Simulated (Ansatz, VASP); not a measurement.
**Two plane-wave programs on B2F3**

```
B F
1.0
     1.50431    0.86851    7.70656
    -1.50431    0.86851    7.70656
     0.00000   -1.73702    7.70656
B F
2 3
Cartesian
  0.0000 0.0000 9.1464
  0.0000 0.0000 13.9733
  0.0000 0.0000 0.0000
  0.0000 0.0000 5.4182
  0.0000 0.0000 17.7015
```

Alike in both runs: functional PBE; k mesh 6 × 6 × 6; occupations gaussian, width 0.1 eV; no spin polarisation.

Ansatz relaxed the structure, and its values are those at the end. VASP's run is a single point on that final structure, the one shown.

```csv
,VASP,Ansatz
version,VASP 6.6.1,Ansatz 0.2.0
potentials or method,"VASP PAW PBE potentials, release 64 (B, F), cutoff 520 eV","scalar-relativistic, plane waves, PAW"
valence electrons in the cell,27,27
```

Ansatz gave:

```
gap on the k mesh at the Fermi level (eV) : none
pressure (GPa)                            : 0.1
```

Q: What did VASP give for the same quantities?

A: gap on the k mesh at the Fermi level (eV): none; pressure (GPa): -0.2.

A gap of «none» marks a metal or a gap that the smearing closes.

The k mesh is coarse, so the values compare programs but aren't converged.
